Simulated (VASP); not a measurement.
Write the native input for VASP 6.6.1 that does the following.

```yaml
Task: relaxation of cell and atoms
Functional: PBE
Potentials_or_basis: VASP PAW PBE potentials, release 64 (Sn_d, Te)
Cutoff: 600 eV
k_mesh: 10 × 10 × 10
Occupations: gaussian, width 0.1 eV
Spin: no spin polarisation
Dipole_correction: no
Further_INCAR_settings: ALGO = Fast; EDIFF = 1e-07; IBRION = 2; EDIFFG = -0.01; NSW = 100; ISIF = 3
```

The structure of Sn3Te lies in POSCAR:

```
Sn3Te
1.0
    4.8651547182      0.0000000000      0.0000000000
    0.0000000000      4.8651547182      0.0000000000
    0.0000000000      0.0000000000      4.8651547182
Sn Te
3 1
Direct
    0.5000000000      0.0000000000      0.0000000000
    0.0000000000      0.5000000000      0.0000000000
    0.0000000000      0.0000000000      0.5000000000
    0.5000000000      0.5000000000      0.5000000000
```

The cell was built from a structure type or drawn by symmetry, and may not be a known phase.

The input as run:

INCAR

```
SYSTEM = Sn3Te
PREC     = Accurate       ! precision mode
ENCUT    = 600            ! plane-wave cutoff, eV
EDIFF    = 1E-7           ! SCF threshold, eV
ISMEAR   = 0              ! smearing method
SIGMA    = 0.1            ! smearing width, eV
LREAL    = .False.        ! projectors in reciprocal space
LASPH    = .True.         ! aspherical terms in the spheres
NELM     = 100            ! most SCF steps
ALGO     = Fast           ! electronic algorithm
ISIF     = 3              ! what is computed and relaxed
LWAVE    = .False.        ! write WAVECAR
LCHARG   = .False.        ! write CHGCAR
GGA      = PE             ! functional
IBRION   = 2              ! ionic algorithm
NSW      = 100            ! ionic steps
EDIFFG   = -0.01          ! ionic threshold
```

KPOINTS

```
regular mesh
0
Gamma
  10 10 10
  0 0 0
```

Potentials or basis: VASP PAW PBE potentials, release 64 (Sn_d, Te).

The run is started by

```sh
$ cat potpaw_PBE.64/Sn_d/POTCAR potpaw_PBE.64/Te/POTCAR > POTCAR
$ mpirun -np 1 vasp_std > vasp.out
```

It gave:

```
Relaxed volume                        : 29.00 Å³/atom
Relaxed cell                          : a = 4.877 Å, b = 4.877 Å, c = 4.877 Å, α = 90.00°, β = 90.00°, γ = 90.00°
Space group after relaxing (to 0.1 Å) : Pm-3m (No. 221)
Energy gained by relaxing             : 0.2 meV/atom
Ionic steps                           : 2
Pressure after relaxing               : 0.0 GPa
Band gap on the k mesh                : zero (bands 24 and 25 overlap by 3.29 eV)
```

Caveat: spin-orbit coupling is left out, which moves the levels of the heavy elements.

Wall time 8.4 min on 1 thread of Intel Xeon 8259CL, on a shared host, peak memory 0.38 GiB.
